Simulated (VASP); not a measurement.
Input of a VASP 6.6.1 run:

File INCAR:

```
  PREC = Accurate
  ENCUT = 520
  EDIFF = 1E-7
  ISMEAR = 0
  SIGMA = 0.05
  LREAL = F
  LASPH = T
  NELM = 100
  ALGO = Normal
  ISIF = 2
  LWAVE = F
  LCHARG = F
  GGA = PE
  NBANDS = 36
```

File KPOINTS:

```
Automatic mesh
0
Gamma
  12 12 2
```

Contents of POSCAR:

```
BP
1.0
    3.2161364976      0.0000000000      0.0000000000
   -1.6080682488      2.7852559090      0.0000000000
    0.0000000000      0.0000000000     15.7661870710
B P
6 6
Direct
    0.0000000000      0.0000000000     -0.0068609674
    0.3333333333      0.6666666667      0.1609955068
    0.6666666667      0.3333333333      0.3277837960
    0.6666666667      0.3333333333      0.7140044932
    0.3333333333      0.6666666667      0.5472162040
    0.0000000000      0.0000000000      0.8818609674
    0.6666666667      0.3333333333      0.2015394327
    0.3333333333      0.6666666667      0.0354802177
    0.0000000000      0.0000000000      0.3667209790
    1.0000000000      1.0000000000      0.5082790210
    0.3333333333      0.6666666667      0.6734605673
    0.6666666667      0.3333333333      0.8395197823
```

Potentials or basis: VASP PAW PBE potentials, release 64 (B, P).

Launch:

```console
$ cat potpaw_PBE.64/B/POTCAR potpaw_PBE.64/P/POTCAR > POTCAR
$ mpirun -np 1 vasp_std > vasp.out
```

(1) Predict the pressure.

(2) What does it give for the band gap on the k mesh?

Answers

(1) 0.0 GPa.

(2) zero (band 24 reaches 8.20 eV, above the bottom of band 25 at 7.92 eV).
